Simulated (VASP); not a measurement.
Here is a VASP 6.6.1 calculation.

The input INCAR:

```
ALGO     = Normal         # electronic algorithm
EDIFF    = 1E-7           # SCF threshold, eV
ENCUT    = 520            # plane-wave cutoff, eV
GGA      = PE             # functional
ISIF     = 2              # what is computed and relaxed
ISMEAR   = 0              # smearing method
LASPH    = T              # aspherical terms in the spheres
LCHARG   = F              # write CHGCAR
LREAL    = Auto         
LWAVE    = F              # write WAVECAR
NBANDS   = 70             # bands
NELM     = 80             # most SCF steps
PREC     = Accurate       # precision mode
SIGMA    = 0.02           # smearing width, eV
```

The input KPOINTS:

```
k-points
0
Gamma
  2 2 2
```

POSCAR

```
Hf8CN6
1.0
   -3.1339080000     -5.4280880000      0.0000000000
    4.7008620000     -2.7140440000      0.0000000000
    0.0000000000      0.0000000000      5.4167680000
Hf N C
8 6 1
Direct
    0.4999453542      0.6340828012      0.7490149107
    0.4997647454      0.3441134272      0.2557905378
    0.2252874310      0.1815748010      0.7475058928
    0.2475477796      0.8303151564      0.2550694436
   -0.0003759116      0.6719575958      0.7478834242
   -0.0000319132      0.3278643336      0.2470246095
    0.7731794178      0.1806728559      0.7476598592
    0.7526761159      0.8293844195      0.2549191695
    0.7532096561      0.5030989565     -0.0032257243
    0.7536140839      0.5021873023      0.4989589733
    0.2465825561      0.5042549739     -0.0033649217
    0.2461061498      0.5034229960      0.4989632194
   -0.0002560518     -0.0076933640     -0.0019603941
   -0.0004360260     -0.0051812764      0.4977602881
    0.4989209710      0.0010405374     -0.3355068927
```

Potentials or basis: VASP PAW PBE potentials, release 64 (Hf_pv, N, C).

Command:

```bash
$ cat potpaw_PBE.64/Hf_pv/POTCAR potpaw_PBE.64/N/POTCAR potpaw_PBE.64/C/POTCAR > POTCAR
$ mpirun -np 1 vasp_std > vasp.out
```

Task: Predict the pressure.

Result: 13.4 GPa.

Task: What does it give for the band gap on the k mesh?

Result: Zero (bands 57 and 58 overlap by 0.20 eV).

Task: Estimate the largest force.

Result: 3.524 eV/Å.

Forces on the atoms (eV/Å):
```
Hf   0.090 -0.046  0.227
Hf  -0.031  0.019  0.544
Hf  -0.051 -0.010  0.175
Hf  -0.011  0.073  0.509
Hf  -0.038  0.015  0.170
Hf   0.040 -0.010  0.158
Hf  -0.012  0.015  0.171
Hf  -0.024 -0.019  0.503
N    0.046  0.010  0.185
N    0.016  0.020  0.170
N   -0.015 -0.017  0.189
N   -0.041  0.008  0.167
N   -0.027  0.007  0.180
N    0.062 -0.044  0.175
C   -0.004 -0.019 -3.524
```

Caveat: the k points lie up to 0.58 Å⁻¹ apart; spin-orbit coupling is left out, which moves the levels of the heavy elements.
